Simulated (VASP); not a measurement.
# Hf (a cell with a defect) in VASP: single point with PBE

Aim: the single point of Hf (a cell with a defect) with PBE.

Program: VASP 6.6.1. These are calculated values, not measurements. Logs are shortened: lines on timing, memory, paths and dates and some standing lists are left out, and cuts for length are marked.

**1. The cell of the first run**

The cell holds a defect, 7 atoms: a = 6.363 Å, b = 6.363 Å, c = 6.363 Å, α = 60.00°, β = 60.00°, γ = 60.00°.

**2. Single point, PBE**

INCAR reads:

```
ALGO     = Normal         # electronic algorithm
EDIFF    = 1E-6           # SCF threshold, eV
ENCUT    = 520            # plane-wave cutoff, eV
GGA      = PE             # functional
ISIF     = 2              # what is computed and relaxed
ISMEAR   = -1             # smearing method
LASPH    = T              # aspherical terms in the spheres
LCHARG   = T              # write CHGCAR
LELF     = T              # ELF
LREAL    = F              # projectors in reciprocal space
LVHAR    = T            
LWAVE    = F              # write WAVECAR
NBANDS   = 44             # bands
NELM     = 80             # most SCF steps
PREC     = Accurate       # precision mode
SIGMA    = 0.05           # smearing width, eV
```

KPOINTS reads:

```
k-points
0
Gamma
  3 3 3
```

POSCAR reads:

```
Hf
1.0
    0.0000000000      4.4991440000      4.4991440000
    4.4991440000      0.0000000000      4.4991440000
    4.4991440000      4.4991440000      0.0000000000
Hf
7
Direct
   -0.0325710846      0.0023784524      0.0313893043
    0.0458073802     -0.0841951269      0.5416150272
    0.0270320310      0.4484964251      0.5270193619
    0.4553416161      0.0897073977     -0.0487000416
    0.5327929046      0.0021057339      0.4665080735
    0.4708125590      0.5555522339     -0.0286195552
    0.7520117160      0.4972301398      0.2481045283
```

Potentials or basis: VASP PAW PBE potentials, release 64 (Hf_pv).

Run with:

```
$ cat potpaw_PBE.64/Hf_pv/POTCAR > POTCAR
$ mpirun -np 1 vasp_std > vasp.out
```

OUTCAR:

```text
EDIFF = 1E-6
   ENCUT = 520
   GGA = PE
   ISIF = 2
   ISMEAR = -1
   LASPH = T
   LREAL = F
   NELM = 80
   PREC = Accurate

 ion  position               nearest neighbor table
   1  0.967  0.002  0.031-   5 2.77   6 3.04   3 3.04   4 3.17   2 3.19   2 3.26   4 3.28   3 3.35
                             6 3.36   7 3.44   7 3.49   5 3.60
   2  0.046  0.916  0.542-   3 3.08   5 3.18   1 3.19   7 3.21   1 3.26   5 3.27   3 3.29   4 3.33
                             4 3.33   6 3.87
   3  0.027  0.448  0.527-   7 2.88   1 3.04   5 3.05   2 3.08   6 3.24   6 3.24   2 3.29   5 3.35
                             1 3.35   4 3.86
   4  0.455  0.090  0.951-   6 3.08   5 3.16   1 3.17   7 3.27   1 3.28   5 3.29   6 3.29   2 3.33
                             2 3.33   3 3.86
   5  0.533  0.002  0.467-   1 2.77   6 3.05   3 3.05   4 3.16   2 3.18   2 3.27   4 3.29   3 3.35
                             6 3.35   7 3.45   7 3.50   1 3.60
   6  0.471  0.556  0.971-   7 2.88   1 3.04   5 3.05   4 3.08   3 3.24   3 3.24   4 3.29   5 3.35
                             1 3.36   2 3.87
   7  0.752  0.497  0.248-   6 2.88   3 2.88   2 3.21   4 3.27   1 3.44   5 3.45   1 3.49   5 3.50

  LATTYP: Found a face centered cubic cell.
 ALAT       =     8.9982880000

  Lattice vectors:

 A1 = (   0.0000000000,   4.4991440000,   4.4991440000)
 A2 = (   4.4991440000,   0.0000000000,   4.4991440000)
 A3 = (   4.4991440000,   4.4991440000,   0.0000000000)

Analysis of symmetry for initial positions (statically):
=====================================================================
 Subroutine PRICEL returns:
 Original cell was already a primitive cell.

 Routine SETGRP: Setting up the symmetry group for a
 face centered cubic supercell.

 Subroutine GETGRP returns: Found  1 space group operations
 (whereof  1 operations were pure point group operations)
 out of a pool of 48 trial point group operations.

The static configuration has the point symmetry C_1 .

Analysis of symmetry for dynamics (positions and initial velocities):
=====================================================================
 Subroutine PRICEL returns:
 Original cell was already a primitive cell.

 Routine SETGRP: Setting up the symmetry group for a
 face centered cubic supercell.

 Subroutine GETGRP returns: Found  1 space group operations
 (whereof  1 operations were pure point group operations)
 out of a pool of 48 trial point group operations.

The dynamic configuration has the point symmetry C_1 .

 Subroutine INISYM returns: Found  1 space group operations
 (whereof  1 operations are pure point group operations),
 and found     1 'primitive' translations

----------------------------------------------------------------------------------------

                                     Primitive cell

  volume of cell :     182.1460

  direct lattice vectors                    reciprocal lattice vectors
     0.000000000  4.499144000  4.499144000    -0.111132251  0.111132251  0.111132251
     4.499144000  0.000000000  4.499144000     0.111132251 -0.111132251  0.111132251
     4.499144000  4.499144000  0.000000000     0.111132251  0.111132251 -0.111132251

  length of vectors
     6.362750464  6.362750464  6.362750464     0.192486705  0.192486705  0.192486705

  position of ions in fractional coordinates (direct lattice)
     0.967428915  0.002378452  0.031389304
     0.045807380  0.915804873  0.541615027
     0.027032031  0.448496425  0.527019362
     0.455341616  0.089707398  0.951299958
     0.532792905  0.002105734  0.466508074
     0.470812559  0.555552234  0.971380445
     0.752011716  0.497230140  0.248104528

  ion indices of the primitive-cell ions
   primitive index   ion index
                 1           1
                 2           2
                 3           3
                 4           4
                 5           5
                 6           6
                 7           7

----------------------------------------------------------------------------------------

 KPOINTS: k-points

Automatic generation of k-mesh.
 Grid dimensions read from file:
 generate k-points for:    3    3    3

 Generating k-lattice:

  Cartesian coordinates                     Fractional coordinates (reciprocal lattice)
    -0.037044084  0.037044084  0.037044084     0.333333333  0.000000000  0.000000000
     0.037044084 -0.037044084  0.037044084     0.000000000  0.333333333  0.000000000
     0.037044084  0.037044084 -0.037044084     0.000000000  0.000000000  0.333333333

  Length of vectors
     0.064162235  0.064162235  0.064162235

  Shift w.r.t. Gamma in fractional coordinates (k-lattice)
     0.000000000  0.000000000  0.000000000

 Subroutine IBZKPT returns following result:
 ===========================================

 Found     14 irreducible k-points:

 Following reciprocal coordinates:
            Coordinates               Weight
  0.000000  0.000000  0.000000      1.000000
  0.333333  0.000000  0.000000      2.000000
  0.000000  0.333333  0.000000      2.000000
  0.000000  0.000000  0.333333      2.000000
  0.333333  0.333333  0.333333      2.000000
  0.333333  0.333333  0.000000      2.000000
  0.000000  0.333333  0.333333      2.000000
  0.333333  0.000000  0.333333      2.000000
 -0.333333  0.333333  0.000000      2.000000
  0.000000 -0.333333  0.333333      2.000000
  0.333333  0.000000 -0.333333      2.000000
  0.333333  0.333333 -0.333333      2.000000
 -0.333333  0.333333 -0.333333      2.000000
  0.333333 -0.333333 -0.333333      2.000000
   k-points           NKPTS =     14   k-points in BZ     NKDIM =     14   number of bands    NBANDS=     44
   number of dos      NEDOS =    301   number of ions     NIONS =      7
   total plane-waves  NPLWV = 110592
   dimension x,y,z NGX =    48 NGY =   48 NGZ =   48
   dimension x,y,z NGXF=    96 NGYF=   96 NGZF=   96
   ions per type =               7
   NGX,Y,Z   is equivalent  to a cutoff of  12.54, 12.54, 12.54 a.u.
   NGXF,Y,Z  is equivalent  to a cutoff of  25.08, 25.08, 25.08 a.u.
 SYSTEM =  unknown system
   PREC   = accura    normal or accurate (medium, high low for compatibility)
   ISTART =      0    job   : 0-new  1-cont  2-samecut
   ICHARG =      2    charge: 1-file 2-atom 10-const
   ISPIN  =      1    spin polarized calculation?
   LNONCOLLINEAR =      F non collinear calculations
   LSORBIT =      F    spin-orbit coupling
   LASPH  =      T    aspherical Exc in radial PAW
   ENCUT  =  520.0 eV  38.22 Ry    6.18 a.u.  11.83 11.83 11.83*2*pi/ulx,y,z
   NELM   =     80;   NELMIN=  2; NELMDL= -5     # of ELM steps
   EDIFF  = 0.1E-05   stopping-criterion for ELM
   LREAL  =      F    real-space projection
   EDIFFG = 0.1E-04   stopping-criterion for IOM
   NSW    =      0    number of steps for IOM
   IBRION =     -1    ionic relax: 0-MD 1-quasi-New 2-CG
   NFREE  =      0    steps in history (QN), initial steepest desc. (CG)
   ISIF   =      2    stress and relaxation
   ISYM   =      2    0-nonsym 1-usesym 2-fastsym
   POTIM  = 0.5000    time-step for ionic-motion
   TEBEG  =    0.0;   TEEND  =   0.0 temperature during run
   PSTRESS=    0.0 pullay stress
   NELECT =      70.0000    total number of electrons
   NUPDOWN=      -1.0000    fix difference up-down
   EMIN   =  10.00;   EMAX   =-10.00  energy-range for DOS
   EFERMI =   0.00;   METHOD = LEGACY
   ISMEAR =    -1;   SIGMA  =   0.05  broadening in eV -4-tet -1-fermi 0-gaus
   EFERMI_NEDOS =   21; number of points for ismear=-14 and -15
   IALGO  =     38    algorithm
   IMIX   =      4    mixing-type and parameters
     AMIX     =   0.40;   BMIX     =  1.00
     AMIX_MAG =   1.60;   BMIX_MAG =  1.00
  volume/ion in A,a.u.               =      26.02       175.60
  Fermi-wavevector in a.u.,A,eV,Ry     =   1.190239  2.249226 19.274960  1.416670
  Thomas-Fermi vector in A             =   2.326328
   LORBIT       =      0    0 simple, 1 ext, 2 COOP (PROOUT), +10 PAW based schemes
   GGA     = PE    functional components
   LHFCALC =     F    Hartree Fock is set to
   AEXX    =    0.0000 exact exchange contribution
   IVDW    =     0    specifies the selected vdW correction
   LEPSILON=     F    determine dielectric tensor
   LRPA    =     F    only Hartree local field effects (RPA)
 non-spin polarized calculation
  energy-cutoff  :      520.00
  volume of cell :      182.15
 maximum number of plane-waves:      4926
   NGX = 23   NGY = 23   NGZ = 23

 number of electron      70.0000000 magnetization

 Free energy of the ion-electron system (eV)
  ---------------------------------------------------
  ext. energy  EPLUGINS =         0.00000000
  ---------------------------------------------------
  free energy    TOTEN  =       -66.42359830 eV

  energy without entropy =      -66.34534993  energy(sigma->0) =      -66.38447412

 E-fermi :   3.6759     XC(G=0): -10.5467

 val. band max:        3.6705032592   @ k =  -0.3333   0.3333  -0.3333
 cond. band min:       3.6890189043   @ k =  -0.3333   0.3333   0.0000
 fundamental gap:      0.0185156450
 Fermi energy:         3.6758897183

 k-point     1 :       0.0000    0.0000    0.0000
  band No.  band energies     occupation
      1     -27.4817      2.00000
      2     -27.4457      2.00000
      3     -27.3682      2.00000
      4     -27.3482      2.00000
      5     -27.3307      2.00000
      6     -27.3157      2.00000
[... 36 lines left out ...]
     43       5.5540      0.00000
     44       5.9609      0.00000

 k-point     2 :       0.3333    0.0000    0.0000
  band No.  band energies     occupation
      1     -27.4719      2.00000
      2     -27.3801      2.00000
      3     -27.3570      2.00000
      4     -27.3320      2.00000
      5     -27.2880      2.00000
      6     -27.2629      2.00000
[... 36 lines left out ...]
     43       5.3938      0.00000
     44       5.6376      0.00000

 k-point     3 :       0.0000    0.3333    0.0000
  band No.  band energies     occupation
      1     -27.4309      2.00000
      2     -27.3891      2.00000
      3     -27.3571      2.00000
      4     -27.3373      2.00000
      5     -27.3077      2.00000
      6     -27.2795      2.00000
[... 506 lines left out ...]
     43       5.2803      0.00000
     44       5.6358      0.00000

 k-point    14 :       0.3333   -0.3333   -0.3333
  band No.  band energies     occupation
      1     -27.4194      2.00000
      2     -27.3596      2.00000
      3     -27.3164      2.00000
      4     -27.2840      2.00000
      5     -27.2623      2.00000
      6     -27.2341      2.00000
[... 36 lines left out ...]
     43       5.2215      0.00000
     44       5.7683      0.00000

------------------------ aborting loop because EDIFF is reached ----------------------------------------

  FORCE on cell =-STRESS in cart. coord.  units (eV):
  Direction    XX          YY          ZZ          XY          YZ          ZX
  --------------------------------------------------------------------------------------
  -------------------------------------------------------------------------------------
  Total      -10.7979258     -8.3762780    -10.8040253      1.2580126      1.2572136      0.5332065
  in kB      -94.9797989    -73.6787057    -95.0334509     11.0656237     11.0585955      4.6901454
  external PRESSURE =     -87.8973185 kB  Pullay stress =       0.0000000 kB

 VOLUME and BASIS-vectors are now :
 -----------------------------------------------------------------------------
  energy-cutoff  :      520.00
  volume of cell :      182.15
      direct lattice vectors                 reciprocal lattice vectors
     0.000000000  4.499144000  4.499144000    -0.111132251  0.111132251  0.111132251
     4.499144000  0.000000000  4.499144000     0.111132251 -0.111132251  0.111132251
     4.499144000  4.499144000  0.000000000     0.111132251  0.111132251 -0.111132251

 POSITION                                       TOTAL-FORCE (eV/Angst)
 -----------------------------------------------------------------------------------
      0.15193      4.49383      4.36330         0.004385      0.002999     -0.009305
      6.55714      2.64290      4.32643         0.012210     -0.013367      0.000860
      4.38899      2.49276      2.13947        -0.005554     -0.016141     -0.007595
      4.68364      6.32868      2.45225        -0.000514      0.022060     -0.013214
      2.10836      4.49600      2.40659        -0.016215     -0.009030      0.014487
      6.86989      6.48863      4.61776         0.002555      0.017352      0.010997
      3.35337      4.49967      5.62052         0.003133     -0.003872      0.003768
 -----------------------------------------------------------------------------------
    total drift:                               -0.000047     -0.000051      0.000048

  FREE ENERGIE OF THE ION-ELECTRON SYSTEM (eV)
  ---------------------------------------------------
  free  energy   TOTEN  =       -66.4235983016 eV

  energy  without entropy=      -66.3453499313  energy(sigma->0) =      -66.38447412
```

Run time: 98 s. Hardware: 1 thread of Intel Xeon 6975P-C (Granite Rapids), shared host; peak memory 0.34 GiB.

What came out:

- Free energy: -66.4236 eV
- Pressure: -8.8 GPa
- Largest force: 0.026 eV/Å
- Band gap on the k mesh: zero (band 35 reaches 3.86 eV, above the bottom of band 36 at 3.53 eV)

Forces in eV/Å, atoms in the order of the input:
```
Hf   0.004  0.003 -0.009
Hf   0.012 -0.013  0.001
Hf  -0.006 -0.016 -0.008
Hf  -0.001  0.022 -0.013
Hf  -0.016 -0.009  0.014
Hf   0.003  0.017  0.011
Hf   0.003 -0.004  0.004
```

Caveat: the k points lie up to 0.40 Å⁻¹ apart; spin-orbit coupling is left out, which moves the levels of the heavy elements.
